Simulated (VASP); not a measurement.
Crystal: CsCl.

```
CELL_PARAMETERS angstrom
4.12300 0.00000 0.00000
0.00000 4.12300 0.00000
0.00000 0.00000 4.12300
ATOMIC_POSITIONS crystal
Cs 0.00000 0.00000 0.00000
Cl 0.50000 0.50000 0.50000
```

Base run:

- Program: VASP 6.6.1
- Functional: PBEsol
- Potentials or basis: VASP PAW PBE potentials, release 64 (Cs_sv, Cl)
- Cutoff: 400 eV
- k mesh: 6 × 6 × 6
- Occupations: fermi-dirac, width 0.03 eV
- Spin: no spin polarisation

Its results: band gap on the k mesh 5.05 eV, direct; pressure -0.6 GPa.

**Question.** The run is repeated on the same cell with these changes: functional from PBEsol to PBE. What comes out?

**Answer.** Band gap on the k mesh 5.26 eV, direct; pressure 1.0 GPa.

PBE binds less tightly than PBEsol, so the same cell stands under more pressure.

Caveats: spin-orbit coupling is left out, which moves the levels of the heavy elements; the PAW data sets were made with another functional, which shifts forces and pressure a little (some runs).

A k mesh can miss the band edges.
